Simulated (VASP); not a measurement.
Input of a VASP 6.6.1 run:

File INCAR:

```
ALGO     = Normal         # electronic algorithm
EDIFF    = 1E-7           # SCF threshold, eV
ENCUT    = 520            # plane-wave cutoff, eV
GGA      = PE             # functional
ISIF     = 2              # what is computed and relaxed
ISMEAR   = 0              # smearing method
LASPH    = True           # aspherical terms in the spheres
LCHARG   = False          # write CHGCAR
LREAL    = False          # projectors in reciprocal space
LWAVE    = False          # write WAVECAR
NBANDS   = 12             # bands
NELM     = 60             # most SCF steps
PREC     = Accurate       # precision mode
SIGMA    = 0.1            # smearing width, eV
```

The input KPOINTS:

```
k-points
0
Gamma
  16 16 16
```

POSCAR

```
As
1.0
   -1.9452734977      1.9452734977      2.8350590075
    1.9452734977     -1.9452734977      2.8350590075
    1.9452734977      1.9452734977     -2.8350590075
As
2
Direct
    0.2175807051      0.2175807051      0.0000000000
    0.7824192949      0.7824192949      0.0000000000
```

Potentials or basis: VASP PAW PBE potentials, release 64 (As).

Command:

```console
$ cat potpaw_PBE.64/As/POTCAR > POTCAR
$ mpirun -np 1 vasp_std > vasp.out
```

Task: Estimate the pressure.

Result: 0.2 GPa.

Task: Predict the band gap on the k mesh.

Result: Zero (bands 5 and 6 overlap by 0.34 eV).

Task: Estimate the largest force.

Result: 0.035 eV/Å.

Stress tensor (GPa, compression positive):
```
0.13 0.00 0.00
0.00 0.13 0.00
0.00 0.00 0.34
```
